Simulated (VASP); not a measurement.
# PbSe (I4mm) in VASP: a series of runs

Runs on PbSe. Level: PBE. Tasks: electric field gradients.

All numbers are computed with VASP 6.6.1; they aren't measurements. Logs are shortened: lines on timing, memory, paths and dates and some standing lists are left out, and cuts for length are marked.

### 1 The cell of the first run

It takes space group I4mm (No. 107, tetragonal). Conventional cell: a = 4.331 Å, b = 4.331 Å, c = 6.124 Å, α = 90.00°, β = 90.00°, γ = 90.00°. Pb (site symmetry 4mm) has 6 Se at 2.86 to 3.26 Å within 3.8 Å. Se (site symmetry 4mm) has 6 Pb at 2.86 to 3.26 Å within 3.8 Å.

### 2 Electric field gradients, PBE (atom 1 (Pb) moved by [0.2, 0.0, 0.0] A)

Input file INCAR:

```
SYSTEM = PbSe
ALGO = Normal
EDIFF = 1E-8
ENCUT = 400
GGA = PE
GGA_COMPAT = .False.
ISIF = 2
ISMEAR = -1
LASPH = .True.
LCHARG = .False.
LEFG = .True.
LREAL = .False.
LWAVE = .False.
NBANDS = 17
NELM = 120
PREC = Accurate
SIGMA = 0.02
```

Input file KPOINTS:

```
k-points
0
Gamma
  7 7 7
  0 0 0
```

Input file POSCAR:

```
PbSe
1.0
    0.0000000000      3.0621500000      3.0621500000
    3.0621500000      0.0000000000      3.0621500000
    3.0621500000      3.0621500000      0.0000000000
Pb Se
1 1
Direct
   -0.0326567934      0.0326567934      0.0326567934
    0.5000000000      0.5000000000      0.5000000000
```

Potentials or basis: VASP PAW PBE potentials, release 64 (Pb_d, Se).

Command:

```console
> cat potpaw_PBE.64/Pb_d/POTCAR potpaw_PBE.64/Se/POTCAR > POTCAR
> mpirun -np 1 vasp_std > vasp.out
```

OUTCAR:

```text
SYSTEM = PbSe
   EDIFF = 1E-8
   ENCUT = 400
   GGA = PE
   ISIF = 2
   ISMEAR = -1
   LASPH = .True.
   LREAL = .False.
   NELM = 120
   PREC = Accurate

 ion  position               nearest neighbor table
   1  0.967  0.033  0.033-   2 2.86   2 3.07   2 3.07   2 3.07   2 3.07   2 3.26
   2  0.500  0.500  0.500-   1 2.86   1 3.07   1 3.07   1 3.07   1 3.07   1 3.26

  LATTYP: Found a face centered cubic cell.
 ALAT       =     6.1243000000

  Lattice vectors:

 A1 = (   0.0000000000,   3.0621500000,   3.0621500000)
 A2 = (   3.0621500000,   0.0000000000,   3.0621500000)
 A3 = (   3.0621500000,   3.0621500000,   0.0000000000)

Analysis of symmetry for initial positions (statically):
=====================================================================
 Subroutine PRICEL returns:
 Original cell was already a primitive cell.

 Routine SETGRP: Setting up the symmetry group for a
 face centered cubic supercell.

 Subroutine GETGRP returns: Found  8 space group operations
 (whereof  8 operations were pure point group operations)
 out of a pool of 48 trial point group operations.

The static configuration has the point symmetry C_4v.

Analysis of symmetry for dynamics (positions and initial velocities):
=====================================================================
 Subroutine PRICEL returns:
 Original cell was already a primitive cell.

 Routine SETGRP: Setting up the symmetry group for a
 face centered cubic supercell.

 Subroutine GETGRP returns: Found  8 space group operations
 (whereof  8 operations were pure point group operations)
 out of a pool of 48 trial point group operations.

The dynamic configuration has the point symmetry C_4v.

 Subroutine INISYM returns: Found  8 space group operations
 (whereof  8 operations are pure point group operations),
 and found     1 'primitive' translations

----------------------------------------------------------------------------------------

                                     Primitive cell

  volume of cell :      57.4261

  direct lattice vectors                    reciprocal lattice vectors
     0.000000000  3.062150000  3.062150000    -0.163283967  0.163283967  0.163283967
     3.062150000  0.000000000  3.062150000     0.163283967 -0.163283967  0.163283967
     3.062150000  3.062150000  0.000000000     0.163283967  0.163283967 -0.163283967

  length of vectors
     4.330534060  4.330534060  4.330534060     0.282816127  0.282816127  0.282816127

  position of ions in fractional coordinates (direct lattice)
     0.967343207  0.032656793  0.032656793
     0.500000000  0.500000000  0.500000000

  ion indices of the primitive-cell ions
   primitive index   ion index
                 1           1
                 2           2

----------------------------------------------------------------------------------------

 KPOINTS: k-points

Automatic generation of k-mesh.
 Grid dimensions read from file:
 generate k-points for:    7    7    7

 Generating k-lattice:

  Cartesian coordinates                     Fractional coordinates (reciprocal lattice)
    -0.023326281  0.023326281  0.023326281     0.142857143  0.000000000  0.000000000
     0.023326281 -0.023326281  0.023326281     0.000000000  0.142857143  0.000000000
     0.023326281  0.023326281 -0.023326281     0.000000000  0.000000000  0.142857143

  Length of vectors
     0.040402304  0.040402304  0.040402304

  Shift w.r.t. Gamma in fractional coordinates (k-lattice)
     0.000000000  0.000000000  0.000000000

 Subroutine IBZKPT returns following result:
 ===========================================

 Found     40 irreducible k-points:

 Following reciprocal coordinates:
            Coordinates               Weight
  0.000000  0.000000  0.000000      1.000000
  0.142857  0.000000  0.000000      8.000000
  0.285714  0.000000  0.000000      8.000000
  0.428571  0.000000  0.000000      8.000000
  0.142857  0.142857  0.000000      4.000000
  0.000000  0.142857  0.142857      2.000000
[... 16 lines left out ...]
 -0.285714  0.285714  0.000000      8.000000
  0.000000 -0.285714  0.285714      4.000000
 [... further k-points ...]
   k-points           NKPTS =     40   k-points in BZ     NKDIM =     40   number of bands    NBANDS=     17
   number of dos      NEDOS =    301   number of ions     NIONS =      2
   total plane-waves  NPLWV =  21952
   dimension x,y,z NGX =    28 NGY =   28 NGZ =   28
   dimension x,y,z NGXF=    56 NGYF=   56 NGZF=   56
   ions per type =               1   1
   NGX,Y,Z   is equivalent  to a cutoff of  10.75, 10.75, 10.75 a.u.
   NGXF,Y,Z  is equivalent  to a cutoff of  21.50, 21.50, 21.50 a.u.
 SYSTEM =  PbSe
   PREC   = accura    normal or accurate (medium, high low for compatibility)
   ISTART =      0    job   : 0-new  1-cont  2-samecut
   ICHARG =      2    charge: 1-file 2-atom 10-const
   ISPIN  =      1    spin polarized calculation?
   LNONCOLLINEAR =      F non collinear calculations
   LSORBIT =      F    spin-orbit coupling
   LASPH  =      T    aspherical Exc in radial PAW
   ENCUT  =  400.0 eV  29.40 Ry    5.42 a.u.   7.06  7.06  7.06*2*pi/ulx,y,z
   NELM   =    120;   NELMIN=  2; NELMDL= -5     # of ELM steps
   EDIFF  = 0.1E-07   stopping-criterion for ELM
   LREAL  =      F    real-space projection
   EDIFFG = 0.1E-06   stopping-criterion for IOM
   NSW    =      0    number of steps for IOM
   IBRION =     -1    ionic relax: 0-MD 1-quasi-New 2-CG
   NFREE  =      0    steps in history (QN), initial steepest desc. (CG)
   ISIF   =      2    stress and relaxation
   ISYM   =      2    0-nonsym 1-usesym 2-fastsym
   POTIM  = 0.5000    time-step for ionic-motion
   TEBEG  =    0.0;   TEEND  =   0.0 temperature during run
   PSTRESS=    0.0 pullay stress
   NELECT =      20.0000    total number of electrons
   NUPDOWN=      -1.0000    fix difference up-down
   EMIN   =  10.00;   EMAX   =-10.00  energy-range for DOS
   EFERMI =   0.00;   METHOD = LEGACY
   ISMEAR =    -1;   SIGMA  =   0.02  broadening in eV -4-tet -1-fermi 0-gaus
   EFERMI_NEDOS =   21; number of points for ismear=-14 and -15
   IALGO  =     38    algorithm
   IMIX   =      4    mixing-type and parameters
     AMIX     =   0.40;   BMIX     =  1.00
     AMIX_MAG =   1.60;   BMIX_MAG =  1.00
  volume/ion in A,a.u.               =      28.71       193.77
  Fermi-wavevector in a.u.,A,eV,Ry     =   1.151812  2.176610 18.050462  1.326672
  Thomas-Fermi vector in A             =   2.288467
   LORBIT       =      0    0 simple, 1 ext, 2 COOP (PROOUT), +10 PAW based schemes
   GGA     = PE    functional components
   LHFCALC =     F    Hartree Fock is set to
   AEXX    =    0.0000 exact exchange contribution
   IVDW    =     0    specifies the selected vdW correction
   LEPSILON=     F    determine dielectric tensor
   LRPA    =     F    only Hartree local field effects (RPA)
 non-spin polarized calculation
  energy-cutoff  :      400.00
  volume of cell :       57.43
 maximum number of plane-waves:      1051
   NGX = 15   NGY = 15   NGZ = 15

 number of electron      20.0000005 magnetization

 Free energy of the ion-electron system (eV)
  ---------------------------------------------------
  ext. energy  EPLUGINS =         0.00000000
  ---------------------------------------------------
  free energy    TOTEN  =        -8.16303962 eV

  energy without entropy =       -8.16303962  energy(sigma->0) =       -8.16303962

 E-fermi :   5.1720     XC(G=0):  -9.5155

 val. band max:        4.7233641385   @ k =   0.4286   0.0000   0.0000
 cond. band min:       5.7712354603   @ k =   0.4286   0.0000   0.0000
 fundamental gap:      1.0478713218
 Fermi energy:         5.1719597562

 k-point     1 :       0.0000    0.0000    0.0000
  band No.  band energies     occupation
      1     -11.7661      2.00000
      2     -11.7620      2.00000
      3     -11.7615      2.00000
      4     -11.7588      2.00000
      5     -11.7588      2.00000
      6      -8.5801      2.00000
[... 9 lines left out ...]
     16      11.8009      0.00000
     17      13.2287      0.00000

 k-point     2 :       0.1429    0.0000    0.0000
  band No.  band energies     occupation
      1     -11.7684      2.00000
      2     -11.7658      2.00000
      3     -11.7623      2.00000
      4     -11.7549      2.00000
      5     -11.7527      2.00000
      6      -8.4261      2.00000
[... 9 lines left out ...]
     16      12.0830      0.00000
     17      14.5683      0.00000
[... 421 lines left out ...]
 k-point    24 :       0.0000   -0.2857    0.2857
  band No.  band energies     occupation
      1     -11.8210      2.00000
      2     -11.7722      2.00000
      3     -11.7501      2.00000
      4     -11.7411      2.00000
      5     -11.7298      2.00000
      6      -7.3783      2.00000
[... 9 lines left out ...]
     16      13.6892      0.00000
     17      15.9059      0.00000

 [... further k-points ...]

------------------------ aborting loop because EDIFF is reached ----------------------------------------

  FORCE on cell =-STRESS in cart. coord.  units (eV):
  Direction    XX          YY          ZZ          XY          YZ          ZX
  --------------------------------------------------------------------------------------
  -------------------------------------------------------------------------------------
  Total        1.4384013      0.8146382      0.8146382      0.0000000      0.0000000      0.0000000
  in kB       40.1311199     22.7282477     22.7282477      0.0000000      0.0000000      0.0000000
  external PRESSURE =      28.5292051 kB  Pullay stress =       0.0000000 kB

 VOLUME and BASIS-vectors are now :
 -----------------------------------------------------------------------------
  energy-cutoff  :      400.00
  volume of cell :       57.43
      direct lattice vectors                 reciprocal lattice vectors
     0.000000000  3.062150000  3.062150000    -0.163283967  0.163283967  0.163283967
     3.062150000  0.000000000  3.062150000     0.163283967 -0.163283967  0.163283967
     3.062150000  3.062150000  0.000000000     0.163283967  0.163283967 -0.163283967

 POSITION                                       TOTAL-FORCE (eV/Angst)
 -----------------------------------------------------------------------------------
      0.20000      3.06215      3.06215        -0.238003      0.000000      0.000000
      3.06215      3.06215      3.06215         0.238003      0.000000      0.000000
 -----------------------------------------------------------------------------------
    total drift:                                0.000511      0.000000      0.000000

  FREE ENERGIE OF THE ION-ELECTRON SYSTEM (eV)
  ---------------------------------------------------
  free  energy   TOTEN  =        -8.1630396241 eV

  energy  without entropy=       -8.1630396241  energy(sigma->0) =       -8.16303962

 Electric field gradients (V/A^2)
---------------------------------------------------------------------
 ion       V_xx      V_yy      V_zz      V_xy      V_xz      V_yz
---------------------------------------------------------------------
   1     -76.423    38.211    38.211     0.001     0.001     0.001
   2       4.213    -2.106    -2.106     0.000     0.000     0.000
---------------------------------------------------------------------

 Electric field gradients after diagonalization (V/A^2)
 (convention: |V_zz| > |V_xx| > |V_yy|)
----------------------------------------------------------------------
 ion       V_xx      V_yy      V_zz     asymmetry (V_yy - V_xx)/ V_zz
----------------------------------------------------------------------
   1      38.213    38.210   -76.423       0.000
   2      -2.107    -2.106     4.213       0.000
----------------------------------------------------------------------

           NMR quadrupolar parameters

 Cq : quadrupolar parameter    Cq=e*Q*V_zz/h
 eta: asymmetry parameters     (V_yy - V_xx)/ V_zz
 Q  : nuclear electric quadrupole moment in mb (millibarn)
----------------------------------------------------------------------
 ion       Cq(MHz)       eta       Q (mb)
----------------------------------------------------------------------
   1      -0.185       0.000       1.000
   2       0.010       0.000       1.000
----------------------------------------------------------------------
```

Wall time 56 s (1 thread of AMD EPYC 7R13, shared host); peak memory 0.14 GiB.

What came out:

| Quantity | Value |
| --- | --- |
| Free energy | -8.1630 eV |
| Pressure | 2.9 GPa |
| Largest force | 0.238 eV/Å |
| Band gap on the k mesh | 1.05 eV, direct |

Forces on the atoms (eV/Å):
```
Pb  -0.238  0.000  0.000
Se   0.238  0.000  0.000
```

Electric field gradients, principal values (V/Å²):
| atom | least | middle | greatest (by size) |
| --- | --- | --- | --- |
| 1 Pb | 38.210 | 38.213 | -76.423 |
| 2 Se | -2.106 | -2.107 | 4.213 |

Caveat: the cell differs from its parent crystal (atom 1 (Pb) moved by [0.2, 0.0, 0.0] A); without QUAD_EFG the Cq values of the log hold for a quadrupole moment of 1 mb, not for the nuclei; spin-orbit coupling is left out, which moves the levels of the heavy elements. A k mesh can miss the band edges.

### 3 Electric field gradients, PBE (atom 1 (Pb) moved by [0.2, 0.0, 0.0] A)

Input file INCAR:

```
ALGO = Normal ; EDIFF = 1E-8
ENCUT = 400 ; GGA = PE
GGA_COMPAT = False ; ISIF = 2
ISMEAR = -1 ; LASPH = True
LCHARG = False ; LEFG = True
LREAL = False ; LWAVE = False
NBANDS = 17 ; NELM = 120
PREC = Accurate ; SIGMA = 0.02
```

Input file KPOINTS:

```
k-points
0
Gamma
  7 7 7
```

POSCAR is that of step 2.

Potentials or basis: VASP PAW PBE potentials, release 64 (Pb_d, Se).

Command:

```console
> cat potpaw_PBE.64/Pb_d/POTCAR potpaw_PBE.64/Se/POTCAR > POTCAR
> mpirun -np 1 vasp_std > vasp.out
```

OUTCAR:

```text
EDIFF = 1E-8
   ENCUT = 400
   GGA = PE
   ISIF = 2
   ISMEAR = -1
   LASPH = True
   LREAL = False
   NELM = 120
   PREC = Accurate

 ion  position               nearest neighbor table
   1  0.967  0.033  0.033-   2 2.86   2 3.07   2 3.07   2 3.07   2 3.07   2 3.26
   2  0.500  0.500  0.500-   1 2.86   1 3.07   1 3.07   1 3.07   1 3.07   1 3.26

  LATTYP: Found a face centered cubic cell.
 ALAT       =     6.1243000000

  Lattice vectors:

 A1 = (   0.0000000000,   3.0621500000,   3.0621500000)
 A2 = (   3.0621500000,   0.0000000000,   3.0621500000)
 A3 = (   3.0621500000,   3.0621500000,   0.0000000000)

Analysis of symmetry for initial positions (statically):
[... 689 lines left out ...]
  free  energy   TOTEN  =        -8.1630396241 eV

  energy  without entropy=       -8.1630396241  energy(sigma->0) =       -8.16303962

 Electric field gradients (V/A^2)
---------------------------------------------------------------------
 ion       V_xx      V_yy      V_zz      V_xy      V_xz      V_yz
---------------------------------------------------------------------
   1     -76.423    38.211    38.211     0.001     0.001     0.001
   2       4.213    -2.106    -2.106     0.000     0.000     0.000
---------------------------------------------------------------------

 Electric field gradients after diagonalization (V/A^2)
 (convention: |V_zz| > |V_xx| > |V_yy|)
----------------------------------------------------------------------
 ion       V_xx      V_yy      V_zz     asymmetry (V_yy - V_xx)/ V_zz
----------------------------------------------------------------------
   1      38.213    38.210   -76.423       0.000
   2      -2.107    -2.106     4.213       0.000
----------------------------------------------------------------------

           NMR quadrupolar parameters

 Cq : quadrupolar parameter    Cq=e*Q*V_zz/h
 eta: asymmetry parameters     (V_yy - V_xx)/ V_zz
 Q  : nuclear electric quadrupole moment in mb (millibarn)
----------------------------------------------------------------------
 ion       Cq(MHz)       eta       Q (mb)
----------------------------------------------------------------------
   1      -0.185       0.000       1.000
   2       0.010       0.000       1.000
----------------------------------------------------------------------
```

OSZICAR:

```text
N       E                     dE             d eps       ncg     rms          rms(c)
DAV:   1     0.140975710683E+03    0.14098E+03   -0.81133E+03  1360   0.103E+03
DAV:   2     0.170862475198E+01   -0.13927E+03   -0.13427E+03  1472   0.279E+02
DAV:   3    -0.822878550938E+01   -0.99374E+01   -0.98877E+01  1714   0.819E+01
DAV:   4    -0.843496783655E+01   -0.20618E+00   -0.20606E+00  1763   0.136E+01
DAV:   5    -0.844217652753E+01   -0.72087E-02   -0.72084E-02  1921   0.237E+00    0.282E+00
DAV:   6    -0.816454980146E+01    0.27763E+00   -0.68296E-01  2124   0.578E+00    0.163E+00
DAV:   7    -0.816009476875E+01    0.44550E-02   -0.11776E-01  1660   0.166E+00    0.869E-01
DAV:   8    -0.816329289118E+01   -0.31981E-02   -0.12292E-02  1648   0.119E+00    0.124E-01
DAV:   9    -0.816297365893E+01    0.31923E-03   -0.23674E-03  2142   0.468E-01    0.519E-02
DAV:  10    -0.816302904088E+01   -0.55382E-04   -0.21431E-04  1611   0.849E-02    0.176E-02
DAV:  11    -0.816303955828E+01   -0.10517E-04   -0.45486E-05  1810   0.646E-02    0.927E-03
DAV:  12    -0.816303947485E+01    0.83430E-07   -0.25794E-06  1772   0.117E-02    0.144E-03
DAV:  13    -0.816303959164E+01   -0.11679E-06   -0.11255E-07  1727   0.200E-03    0.925E-04
DAV:  14    -0.816303961929E+01   -0.27649E-07   -0.99582E-08  1559   0.288E-03    0.108E-04
DAV:  15    -0.816303962410E+01   -0.48151E-08   -0.53835E-09  1357   0.533E-04
   1 F= -.81630396E+01 E0= -.81630396E+01  d E =-.425996E-11
```

stdout:

```text
POSCAR found type information on POSCAR PbSe
 POSCAR found :  2 types and       2 ions
 scaLAPACK will be used
 LDA part: xc-table for (Slater+PW92), standard interpolation
 POSCAR, INCAR and KPOINTS ok, starting setup
 FFT: planning ... GRIDC
 FFT: planning ... GRID_SOFT
 FFT: planning ... GRID
 WAVECAR not read
 entering main loop
ion   1

ion   2
```

Wall time 58 s (1 thread of AMD EPYC 7R13, shared host); peak memory 0.14 GiB.

Results:

| Item | Value |
| --- | --- |
| Free energy | -8.1630 eV |
| Pressure | 2.9 GPa |
| Largest force | 0.238 eV/Å |
| Band gap on the k mesh | 1.05 eV, direct |

Forces on the atoms (eV/Å):
```
Pb  -0.238  0.000  0.000
Se   0.238  0.000  0.000
```

Electric field gradients, principal values (V/Å²):
| atom | least | middle | greatest (by size) |
| --- | --- | --- | --- |
| 1 Pb | 38.210 | 38.213 | -76.423 |
| 2 Se | -2.106 | -2.107 | 4.213 |

Caveat: the cell differs from its parent crystal (atom 1 (Pb) moved by [0.2, 0.0, 0.0] A); without QUAD_EFG the Cq values of the log hold for a quadrupole moment of 1 mb, not for the nuclei; spin-orbit coupling is left out, which moves the levels of the heavy elements. A k mesh can miss the band edges.
